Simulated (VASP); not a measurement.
A run of VASP 6.6.1:

INCAR

```
SYSTEM = Rb
PREC = Accurate ; ENCUT = 500
EDIFF = 1E-6 ; ISMEAR = 0
SIGMA = 0.1 ; LREAL = .FALSE.
LASPH = .TRUE. ; NELM = 120
ALGO = Normal ; ISIF = 2
LWAVE = .FALSE. ; LCHARG = .TRUE.
GGA = PE ; LELF = .TRUE.
LVHAR = .TRUE. ; NBANDS = 10
ISYM = 0 ; GGA_COMPAT = .FALSE.
```

The input KPOINTS:

```
Automatic mesh
0
G
  4 3 2
  0 0 0
```

POSCAR

```
Rb
1.0
    0.0000000000      3.6398846700      3.6398846700
    3.6398846700      0.0000000000      3.6398846700
    3.6398846700      3.6398846700      0.0000000000
Rb
1
Direct
    0.0000000000      0.0000000000      0.0000000000
```

Potentials or basis: VASP PAW PBE potentials, release 64 (Rb_sv).

Launch:

```bash
$ cat potpaw_PBE.64/Rb_sv/POTCAR > POTCAR
$ mpirun -np 1 vasp_std > vasp.out
```

Hardware: 1 thread of Intel(R) Xeon(R) Platinum 8481C CPU @ 2.70GHz (Sapphire Rapids) (shared host).

Estimate the wall time of this run.

Run time: 6 s on 1 thread of Intel(R) Xeon(R) Platinum 8481C CPU @ 2.70GHz (Sapphire Rapids) (shared host), peak memory 0.22 GiB. Counts: scf iterations 10, k points 14.
